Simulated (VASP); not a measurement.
# BaTiO3 (Pm-3m) in VASP: single point with PBEsol

Aim: the single point of BaTiO3 with PBEsol.

All numbers are computed with VASP 6.6.1; they aren't measurements. Logs are shortened: lines on timing, memory, paths and dates and some standing lists are left out, and cuts for length are marked.

## 1. The cell of the first run

Symmetry: Pm-3m, No. 221, cubic system. Conventional cell: a = 4.050 Å, b = 4.050 Å, c = 4.050 Å, α = 90.00°, β = 90.00°, γ = 90.00°. Within 3.8 Å of Ba (site symmetry m-3m) lie 12 O at 2.86 Å and 8 Ti at 3.51 Å. Ti (site symmetry m-3m) has 6 O at 2.03 Å within 2.7 Å. Within 2.7 Å of O (site symmetry 4/mmm) lie 2 Ti at 2.03 Å. O (site symmetry 4/mmm) has 2 Ti at 2.03 Å within 2.7 Å.

## 2. Single point, PBEsol

Contents of INCAR:

```
PREC = Accurate
ENCUT = 520
EDIFF = 1E-7
ISMEAR = -1
SIGMA = 0.1
LREAL = False
LASPH = True
NELM = 100
ALGO = Normal
ISIF = 2
LWAVE = False
LCHARG = False
GGA = PS
NBANDS = 51
```

Contents of KPOINTS:

```
Automatic mesh
0
Gamma
  4 6 6
```

Contents of POSCAR:

```
BaTiO3
1.0
    8.1005367000      0.0000000000      0.0000000000
    0.0000000000      4.0502683500      0.0000000000
    0.0000000000      0.0000000000      4.0502683500
Ba Ti O
2 2 6
Direct
    0.0000000000      0.0000000000      0.0000000000
    0.5000000000      0.0000000000      0.0000000000
    0.2500000000      0.5000000000      0.5000000000
    0.7500000000      0.5000000000      0.5000000000
    0.0000000000      0.5000000000      0.5000000000
    0.5000000000      0.5000000000      0.5000000000
    0.2500000000      0.0000000000      0.5000000000
    0.7500000000      0.0000000000      0.5000000000
    0.2500000000      0.5000000000      0.0000000000
    0.7500000000      0.5000000000      0.0000000000
```

Potentials or basis: VASP PAW PBE potentials, release 64 (Ba_sv, Ti_sv, O).

Run with:

```bash
> cat potpaw_PBE.64/Ba_sv/POTCAR potpaw_PBE.64/Ti_sv/POTCAR potpaw_PBE.64/O/POTCAR > POTCAR
> mpirun -np 1 vasp_std > vasp.out
```

OUTCAR:

```text
PREC = Accurate
   ENCUT = 520
   EDIFF = 1E-7
   ISMEAR = -1
   LREAL = False
   LASPH = True
   NELM = 100
   ISIF = 2
   GGA = PS

 ion  position               nearest neighbor table
   1  0.000  0.000  0.000-   5 2.86   7 2.86   8 2.86   9 2.86  10 2.86   5 2.86   7 2.86   8 2.86
                             5 2.86   9 2.86  10 2.86   5 2.86   3 3.51   4 3.51   4 3.51   4 3.51
   2  0.500  0.000  0.000-   6 2.86   7 2.86   8 2.86   9 2.86  10 2.86   6 2.86   7 2.86   8 2.86
                             6 2.86   9 2.86  10 2.86   6 2.86   3 3.51   4 3.51   4 3.51   4 3.51
   3  0.250  0.500  0.500-   5 2.03   6 2.03   7 2.03   9 2.03   9 2.03   7 2.03   1 3.51   2 3.51
                             1 3.51   1 3.51   2 3.51   2 3.51   1 3.51   2 3.51
   4  0.750  0.500  0.500-   5 2.03   6 2.03   8 2.03  10 2.03  10 2.03   8 2.03   1 3.51   2 3.51
                             1 3.51   1 3.51   2 3.51   2 3.51   1 3.51   2 3.51
   5  0.000  0.500  0.500-   3 2.03   4 2.03   1 2.86   1 2.86   1 2.86   1 2.86
   6  0.500  0.500  0.500-   3 2.03   4 2.03   2 2.86   2 2.86   2 2.86   2 2.86
   7  0.250  0.000  0.500-   3 2.03   3 2.03   1 2.86   1 2.86   2 2.86   2 2.86
   8  0.750  0.000  0.500-   4 2.03   4 2.03   1 2.86   1 2.86   2 2.86   2 2.86
   9  0.250  0.500  0.000-   3 2.03   3 2.03   1 2.86   2 2.86   1 2.86   2 2.86
  10  0.750  0.500  0.000-   4 2.03   4 2.03   1 2.86   2 2.86   1 2.86   2 2.86

  LATTYP: Found a simple tetragonal cell.
 ALAT       =     4.0502683500
 C/A-ratio  =     2.0000000000

  Lattice vectors:

 A1 = (   0.0000000000,   4.0502683500,   0.0000000000)
 A2 = (   0.0000000000,   0.0000000000,   4.0502683500)
 A3 = (   8.1005367000,   0.0000000000,   0.0000000000)

Analysis of symmetry for initial positions (statically):
=====================================================================
 Subroutine PRICEL returns following result:

  LATTYP: Found a simple cubic cell.
 ALAT       =     4.0502683500

  Lattice vectors:

 A1 = (   4.0502683500,   0.0000000000,   0.0000000000)
 A2 = (   0.0000000000,   4.0502683500,   0.0000000000)
 A3 = (   0.0000000000,   0.0000000000,   4.0502683500)

   2 primitive cells build up your supercell.

 Routine SETGRP: Setting up the symmetry group for a
 simple tetragonal supercell.

 Subroutine GETGRP returns: Found 16 space group operations
 (whereof 16 operations were pure point group operations)
 out of a pool of 16 trial point group operations.

The static configuration has the point symmetry D_4h.

Analysis of symmetry for dynamics (positions and initial velocities):
=====================================================================
 Subroutine PRICEL returns following result:

  LATTYP: Found a simple cubic cell.
 ALAT       =     4.0502683500

  Lattice vectors:

 A1 = (   4.0502683500,   0.0000000000,   0.0000000000)
 A2 = (   0.0000000000,   4.0502683500,   0.0000000000)
 A3 = (   0.0000000000,   0.0000000000,   4.0502683500)

   2 primitive cells build up your supercell.

 Routine SETGRP: Setting up the symmetry group for a
 simple tetragonal supercell.

 Subroutine GETGRP returns: Found 16 space group operations
 (whereof 16 operations were pure point group operations)
 out of a pool of 16 trial point group operations.

The dynamic configuration has the point symmetry D_4h.

 Subroutine INISYM returns: Found 16 space group operations
 (whereof 16 operations are pure point group operations),
 and found     2 'primitive' translations

----------------------------------------------------------------------------------------

                                     Primitive cell

  volume of cell :      66.4433

  direct lattice vectors                    reciprocal lattice vectors
     4.050268350  0.000000000  0.000000000     0.246897221  0.000000000  0.000000000
     0.000000000  4.050268350  0.000000000     0.000000000  0.246897221  0.000000000
     0.000000000  0.000000000  4.050268350     0.000000000  0.000000000  0.246897221

  length of vectors
     4.050268350  4.050268350  4.050268350     0.246897221  0.246897221  0.246897221

  position of ions in fractional coordinates (direct lattice)
     0.000000000  0.000000000  0.000000000
     0.500000000  0.500000000  0.500000000
     0.000000000  0.500000000  0.500000000
     0.500000000  0.000000000  0.500000000
     0.500000000  0.500000000  0.000000000

  ion indices of the primitive-cell ions
   primitive index   ion index
                 1           1
                 2           3
                 3           5
                 4           7
                 5           9

----------------------------------------------------------------------------------------

 KPOINTS: Automatic mesh

Automatic generation of k-mesh.
 Grid dimensions read from file:
 generate k-points for:    4    6    6

 Generating k-lattice:

  Cartesian coordinates                     Fractional coordinates (reciprocal lattice)
     0.030862153  0.000000000  0.000000000     0.250000000  0.000000000  0.000000000
     0.000000000  0.041149537  0.000000000     0.000000000  0.166666667  0.000000000
     0.000000000  0.000000000  0.041149537     0.000000000  0.000000000  0.166666667

  Length of vectors
     0.030862153  0.041149537  0.041149537

  Shift w.r.t. Gamma in fractional coordinates (k-lattice)
     0.000000000  0.000000000  0.000000000

 Subroutine IBZKPT returns following result:
 ===========================================

 Found     30 irreducible k-points:

 Following reciprocal coordinates:
            Coordinates               Weight
  0.000000  0.000000  0.000000      1.000000
  0.250000  0.000000  0.000000      2.000000
  0.500000  0.000000  0.000000      1.000000
  0.000000  0.166667  0.000000      4.000000
  0.250000  0.166667  0.000000      8.000000
  0.500000  0.166667  0.000000      4.000000
[... 16 lines left out ...]
  0.250000  0.333333  0.333333      8.000000
  0.500000  0.333333  0.333333      4.000000
 [... further k-points ...]
   k-points           NKPTS =     30   k-points in BZ     NKDIM =     30   number of bands    NBANDS=     51
   number of dos      NEDOS =    301   number of ions     NIONS =     10
   total plane-waves  NPLWV =  54000
   dimension x,y,z NGX =    60 NGY =   30 NGZ =   30
   dimension x,y,z NGXF=   120 NGYF=   60 NGZF=   60
   ions per type =               2   2   6
   NGX,Y,Z   is equivalent  to a cutoff of  12.31, 12.31, 12.31 a.u.
   NGXF,Y,Z  is equivalent  to a cutoff of  24.63, 24.63, 24.63 a.u.
 SYSTEM =  unknown system
   PREC   = accura    normal or accurate (medium, high low for compatibility)
   ISTART =      0    job   : 0-new  1-cont  2-samecut
   ICHARG =      2    charge: 1-file 2-atom 10-const
   ISPIN  =      1    spin polarized calculation?
   LNONCOLLINEAR =      F non collinear calculations
   LSORBIT =      F    spin-orbit coupling
   LASPH  =      T    aspherical Exc in radial PAW
   ENCUT  =  520.0 eV  38.22 Ry    6.18 a.u.  15.06  7.53  7.53*2*pi/ulx,y,z
   NELM   =    100;   NELMIN=  2; NELMDL= -5     # of ELM steps
   EDIFF  = 0.1E-06   stopping-criterion for ELM
   LREAL  =      F    real-space projection
   EDIFFG = 0.1E-05   stopping-criterion for IOM
   NSW    =      0    number of steps for IOM
   IBRION =     -1    ionic relax: 0-MD 1-quasi-New 2-CG
   NFREE  =      0    steps in history (QN), initial steepest desc. (CG)
   ISIF   =      2    stress and relaxation
   ISYM   =      2    0-nonsym 1-usesym 2-fastsym
   POTIM  = 0.5000    time-step for ionic-motion
   TEBEG  =    0.0;   TEEND  =   0.0 temperature during run
   PSTRESS=    0.0 pullay stress
   NELECT =      80.0000    total number of electrons
   NUPDOWN=      -1.0000    fix difference up-down
   EMIN   =  10.00;   EMAX   =-10.00  energy-range for DOS
   EFERMI =   0.00;   METHOD = LEGACY
   ISMEAR =    -1;   SIGMA  =   0.10  broadening in eV -4-tet -1-fermi 0-gaus
   EFERMI_NEDOS =   21; number of points for ismear=-14 and -15
   IALGO  =     38    algorithm
   IMIX   =      4    mixing-type and parameters
     AMIX     =   0.40;   BMIX     =  1.00
     AMIX_MAG =   1.60;   BMIX_MAG =  1.00
  volume/ion in A,a.u.               =      13.29        89.68
  Fermi-wavevector in a.u.,A,eV,Ry     =   1.382328  2.612221 25.998421  1.910830
  Thomas-Fermi vector in A             =   2.507029
   LORBIT       =      0    0 simple, 1 ext, 2 COOP (PROOUT), +10 PAW based schemes
   GGA     = PS    functional components
   LHFCALC =     F    Hartree Fock is set to
   AEXX    =    0.0000 exact exchange contribution
   IVDW    =     0    specifies the selected vdW correction
   LEPSILON=     F    determine dielectric tensor
   LRPA    =     F    only Hartree local field effects (RPA)
 non-spin polarized calculation
  energy-cutoff  :      520.00
  volume of cell :      132.89
 maximum number of plane-waves:      3609
   NGX = 31   NGY = 15   NGZ = 15

 number of electron      79.9999959 magnetization

 Free energy of the ion-electron system (eV)
  ---------------------------------------------------
  ext. energy  EPLUGINS =         0.00000000
  ---------------------------------------------------
  free energy    TOTEN  =       -83.80566338 eV

  energy without entropy =      -83.80551815  energy(sigma->0) =      -83.80559076

 E-fermi :   4.2755     XC(G=0): -11.3310

 val. band max:        3.4197079471   @ k =   0.0000   0.5000   0.5000
 cond. band min:       5.0507426549   @ k =   0.0000   0.0000   0.0000
 fundamental gap:      1.6310347078
 Fermi energy:         4.2754928872

 k-point     1 :       0.0000    0.0000    0.0000
  band No.  band energies     occupation
      1     -53.0995      2.00000
      2     -53.0986      2.00000
      3     -29.4481      2.00000
      4     -29.4035      2.00000
      5     -29.4035      2.00000
      6     -29.4034      2.00000
[... 43 lines left out ...]
     50       8.2981      0.00000
     51       8.2982      0.00000

 k-point     2 :       0.2500    0.0000    0.0000
  band No.  band energies     occupation
      1     -53.0993      2.00000
      2     -53.0987      2.00000
      3     -29.4416      2.00000
      4     -29.4100      2.00000
      5     -29.4032      2.00000
      6     -29.4032      2.00000
[... 43 lines left out ...]
     50       8.5850      0.00000
     51       8.6178      0.00000

 k-point     3 :       0.5000    0.0000    0.0000
  band No.  band energies     occupation
      1     -53.0990      2.00000
      2     -53.0990      2.00000
      3     -29.4258      2.00000
      4     -29.4258      2.00000
      5     -29.4026      2.00000
      6     -29.4026      2.00000
[... 43 lines left out ...]
     50       8.2737      0.00000
     51       9.2726      0.00000
[... 1027 lines left out ...]
 k-point    23 :       0.2500    0.3333    0.3333
  band No.  band energies     occupation
      1     -53.0981      2.00000
      2     -53.0975      2.00000
      3     -29.4380      2.00000
      4     -29.4351      2.00000
      5     -29.4346      2.00000
      6     -29.4335      2.00000
[... 43 lines left out ...]
     50      10.0369      0.00000
     51      10.7377      0.00000

 k-point    24 :       0.5000    0.3333    0.3333
  band No.  band energies     occupation
      1     -53.0978      2.00000
      2     -53.0978      2.00000
      3     -29.4343      2.00000
      4     -29.4343      2.00000
      5     -29.4339      2.00000
      6     -29.4339      2.00000
[... 43 lines left out ...]
     50       9.8584      0.00000
     51      10.9988      0.00000

 [... further k-points ...]
[... 5 lines left out ...]
  --------------------------------------------------------------------------------------
  -------------------------------------------------------------------------------------
  Total       -6.5311092     -6.5282696     -6.5282696      0.0000000      0.0000000     -0.0000000
  in kB      -78.7437575    -78.7095214    -78.7095214      0.0000000      0.0000000     -0.0000000
  external PRESSURE =     -78.7209334 kB  Pullay stress =       0.0000000 kB

 VOLUME and BASIS-vectors are now :
 -----------------------------------------------------------------------------
  energy-cutoff  :      520.00
  volume of cell :      132.89
      direct lattice vectors                 reciprocal lattice vectors
     8.100536700  0.000000000  0.000000000     0.123448611  0.000000000  0.000000000
     0.000000000  4.050268350  0.000000000     0.000000000  0.246897221  0.000000000
     0.000000000  0.000000000  4.050268350     0.000000000  0.000000000  0.246897221

 POSITION                                       TOTAL-FORCE (eV/Angst)
 -----------------------------------------------------------------------------------
      0.00000      0.00000      0.00000        -0.000000     -0.000000      0.000000
      4.05027      0.00000      0.00000        -0.000000     -0.000000      0.000000
      2.02513      2.02513      2.02513        -0.000000      0.000000     -0.000000
      6.07540      2.02513      2.02513         0.000000     -0.000000     -0.000000
      0.00000      2.02513      2.02513        -0.000000     -0.000000      0.000000
      4.05027      2.02513      2.02513        -0.000000     -0.000000      0.000000
      2.02513      0.00000      2.02513        -0.000000     -0.000000      0.000000
      6.07540      0.00000      2.02513         0.000000     -0.000000      0.000000
      2.02513      2.02513      0.00000        -0.000000     -0.000000      0.000000
      6.07540      2.02513      0.00000        -0.000000      0.000000      0.000000
 -----------------------------------------------------------------------------------
    total drift:                                0.000000     -0.000000     -0.000000

  FREE ENERGIE OF THE ION-ELECTRON SYSTEM (eV)
  ---------------------------------------------------
  free  energy   TOTEN  =       -83.8056633821 eV

  energy  without entropy=      -83.8055181453  energy(sigma->0) =      -83.80559076
```

Wall time 7.2 min (1 thread of Intel Xeon 6975P-C, shared host); peak memory 0.33 GiB.

What came out:

- Free energy: -83.8057 eV
- Pressure: -7.9 GPa
- Band gap on the k mesh: 1.63 eV

Levels at points of the mesh, in eV from the valence-band top:
```tsv
k point	band 38	band 39	band 40	band 41	band 42	band 43
(0.00, 0.00, 0.00)	-0.18	-0.18	-0.18	1.63	1.63	1.63
(0.50, 0.00, 0.00)	-0.49	-0.49	-0.49	1.70	1.70	2.57
(0.00, 0.50, 0.00)	-0.72	-0.72	-0.09	1.78	3.31	3.31
(0.50, 0.50, 0.00)	-1.11	-0.51	-0.51	2.62	2.62	3.32
(0.00, 0.50, 0.50)	0.00	0.00	0.00	3.32	3.32	3.72
(0.50, 0.50, 0.50)	-0.52	-0.04	-0.04	3.61	3.61	3.61
```

Caveat: the PAW data sets were made with another functional, which shifts forces and pressure a little; spin-orbit coupling is left out, which moves the levels of the heavy elements. A k mesh can miss the band edges.
